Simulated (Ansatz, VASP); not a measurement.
**LiCl in VASP and in Ansatz**

```
Li Cl
1.0
     3.62750    0.00000    0.00000
    -1.81375    3.14151    0.00000
     0.00000    0.00000    6.11264
Li Cl
2 2
Direct
  0.00000 0.00000 0.00000
  0.00000 0.00000 0.50000
  0.33333 0.66667 0.25000
  0.66667 0.33333 0.75000
```

Change from the starting cell: hydrostatic strain +1.5%.

Alike in both runs: task single point; functional r2SCAN; k mesh 12 × 12 × 4; no spin polarisation.

|  | VASP | Ansatz |
| --- | --- | --- |
| version | VASP 6.6.1 | Ansatz 0.2.0 |
| potentials or method | VASP PAW PBE potentials, release 64 (Li_sv, Cl) | plane waves, PAW |
| plane-wave cutoff (eV) | 520 | 500 |
| occupations | gaussian, width 0.01 eV | fixed |
| valence electrons in the cell | 20 | 20 |

|  | VASP | Ansatz | Ansatz less VASP |
| --- | --- | --- | --- |
| gap on the k mesh at the Fermi level (eV) | 7.05 | 6.98 | -0.065 |

VASP's potentials were made for PBE, not for r2SCAN.

Noted on VASP's run: the cutoff is short for stress, so the pressure is rough.
